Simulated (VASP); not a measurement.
Crystal: TiCo.

```
Co Ti
1.0
     2.98611    0.00000    0.00000
     0.00000    2.98611    0.00000
     0.00000    0.00000    2.98611
Co Ti
1 1
Direct
  0.50000 0.50000 0.50000
  0.00000 0.00000 0.00000
```

Base run:

```yaml
Program: VASP 6.6.1
Functional: PBE
Potentials_or_basis: VASP PAW PBE potentials, release 64 (Co_sv, Ti_sv)
Cutoff: 690 eV
k_mesh: 9 × 9 × 9
Occupations: fermi-dirac, width 0.05 eV
Spin: collinear spin, ferromagnetic start
Starting_moments: "[2.0, 1.0] μB"
```

Its results: pressure -1.2 GPa; net moment 0.82 μB per cell; site moments Co +0.90; Ti -0.04 μB.

Question: The run is repeated on the same cell with these changes: functional from PBE to revPBE; dispersion from none to D3(BJ). What comes out?

Answer: Pressure -10.7 GPa; net moment 0.84 μB per cell; site moments Co +0.94; Ti -0.05 μB.

Several settings changed at once.

Caveats: the cell stands under tension (at least some runs); the dispersion term is far too large for a dense solid, which distorts pressure and volume (at least some runs); the PAW data sets were made with another functional, which shifts forces and pressure a little (at least some runs).
